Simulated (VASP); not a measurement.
**MnHg3: single point with PBE**

Crystal: MnHg3.

```
Mn Hg
1.0
     4.34296    0.00000    0.00000
     0.00000    4.34296    0.00000
     0.00000    0.00000    4.34296
Mn Hg
1 3
Direct
  0.00000 0.00000 0.00000
  0.50000 0.00000 0.50000
  0.00000 0.50000 0.50000
  0.50000 0.50000 0.00000
```

```json
{
 "Program": "VASP 6.6.1",
 "Task": "single point",
 "Functional": "PBE",
 "Potentials or basis": "VASP PAW PBE potentials, release 64 (Mn_pv, Hg)",
 "Cutoff": "520 eV",
 "k mesh": "5 × 5 × 5",
 "Occupations": "gaussian, width 0.1 eV",
 "Spin": "collinear spin, ferromagnetic start",
 "Starting moments": "[4.0, 0.0, 0.0, 0.0] μB"
}
```

| Quantity | Value |
| --- | --- |
| Pressure | 2.9 GPa |
| Net moment | 4.03 μB per cell |
| Site moments | Mn +3.97; Hg -0.02 μB |
| Valence electrons inside the program's atomic spheres | Mn 11.33; Hg 10.52 |

Levels at points of the mesh, in eV from the Fermi level:
Spin up:
```csv
k point,band 22,band 23,band 24,band 25,band 26,band 27,band 28,band 29,band 30,band 31
"(0.00, 0.00, 0.00)",-2.43,-2.43,-2.43,-0.48,-0.48,-0.48,1.17,1.17,3.60,7.52
```
Spin down:
```
           k point  band 19  band 20  band 21  band 22  band 23  band 24  band 25  band 26
(0.00, 0.00, 0.00)    -5.92    -0.48    -0.48    -0.37    -0.37    -0.37     1.18     1.18
```

It took 40 s on 1 thread of Intel Xeon 8259CL (shared host), peak memory 0.19 GiB.

Caveat: spin-orbit coupling is left out, which moves the levels of the heavy elements.
